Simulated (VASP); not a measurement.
Write the native input for VASP 6.6.1 that does the following.

| Item | Value |
| --- | --- |
| Task | single point |
| Functional | LDA |
| Potentials or basis | VASP PAW LDA potentials, release 64 (Ba_sv, Sb, P) |
| Cutoff | 520 eV |
| k mesh | 6 × 6 × 6 |
| Occupations | fermi-dirac, width 0.1 eV |
| Spin | no spin polarisation |
| Dipole correction | no |
| Further INCAR settings | ALGO = Normal; EDIFF = 1e-06; NBANDS = 28 |

The structure of Ba3SbP lies in POSCAR:

```
Ba3SbP
1.0
    6.1131770000      0.0000000000      0.0000000000
    0.0000000000      6.1131770000      0.0000000000
    0.0000000000      0.0000000000      6.1131770000
Ba Sb P
3 1 1
Direct
    0.5000000000      0.5000000000      0.0000000000
    0.5000000000      0.0000000000      0.5000000000
    0.0000000000      0.5000000000      0.5000000000
    0.0000000000      0.0000000000      0.0000000000
    0.5000000000      0.5000000000      0.5000000000
```

The input as run:

INCAR

```
  ALGO = Normal
  EDIFF = 1E-6
  ENCUT = 520
  ISIF = 2
  ISMEAR = -1
  LASPH = True
  LCHARG = True
  LELF = True
  LREAL = False
  LVHAR = True
  LWAVE = False
  NBANDS = 28
  NELM = 100
  PREC = Accurate
  SIGMA = 0.1
```

KPOINTS

```
k-points
0
Gamma
  6 6 6
```

Potentials or basis: VASP PAW LDA potentials, release 64 (Ba_sv, Sb, P).

Run with:

```bash
$ cat potpaw_LDA.64/Ba_sv/POTCAR potpaw_LDA.64/Sb/POTCAR potpaw_LDA.64/P/POTCAR > POTCAR
$ mpirun -np 1 vasp_std > vasp.out
```

Results of the run:

* Pressure: -2.0 GPa
* Band gap on the k mesh: 0.14 eV, direct

Caveat: spin-orbit coupling is left out, which moves the levels of the heavy elements.

It took 62 s on 1 thread of Intel(R) Xeon(R) 6975P-C (Granite Rapids), with other jobs on the host, peak memory 0.33 GiB.
